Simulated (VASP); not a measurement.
# MoS2: single point with LDA

The system is MoS2.

```
Mo S
1.0
     3.16900    0.00000    0.00000
    -1.58450    2.74443    0.00000
     0.00000    0.00000   12.32400
Mo S
2 4
Direct
  0.33333 0.66667 0.25000
  0.66667 0.33333 0.75000
  0.33333 0.66667 0.62300
  0.66667 0.33333 0.12300
  0.33333 0.66667 0.87700
  0.66667 0.33333 0.37700
```

```yaml
Program: VASP 6.6.1
Task: single point
Functional: LDA
Potentials_or_basis: VASP PAW LDA potentials, release 64 (Mo_sv, S)
Cutoff: 520 eV
k_mesh: 8 × 8 × 2
Occupations: methfessel-paxton, width 0.05 eV
Spin: no spin polarisation
```

| Property | Result |
| --- | --- |
| Pressure | -5.6 GPa |
| Largest force | 0.464 eV/Å |
| Band gap on the k mesh | 0.92 eV, indirect (least direct gap 1.93 eV) |

Forces in eV/Å, atoms in the order of the input:
```
Mo   0.000  0.000  0.000
Mo   0.000  0.000  0.000
S    0.000  0.000  0.464
S    0.000  0.000  0.464
S    0.000  0.000 -0.464
S    0.000  0.000 -0.464
```

Stress tensor (GPa, compression positive):
```
-5.71  0.00  0.00
 0.00 -5.71  0.00
 0.00  0.00 -5.30
```

Levels at points of the mesh, in eV from the valence-band top:
```csv
k point,band 22,band 23,band 24,band 25,band 26,band 27,band 28,band 29,band 30,band 31
"(0.00, 0.00, 0.00)",-2.13,-2.13,-1.20,-1.16,0.00,2.09,2.09,2.11,2.11,2.26
"(0.50, 0.00, 0.00)",-2.47,-1.71,-1.51,-1.41,-1.29,1.58,1.63,1.96,2.24,2.78
"(0.00, 0.00, 0.50)",-2.16,-2.16,-2.16,-0.27,-0.27,2.09,2.09,2.09,2.09,2.36
"(0.50, 0.00, 0.50)",-2.62,-1.61,-1.61,-1.34,-1.34,1.60,1.60,2.12,2.12,3.15
```

It took 58 s on 1 thread of Intel(R) Xeon(R) Platinum 8259CL CPU @ 2.50GHz (Skylake/Cascade Lake) (shared host), peak memory 0.21 GiB.

A k mesh can miss the band edges. As with any semilocal functional, this LDA gap is likely too small.
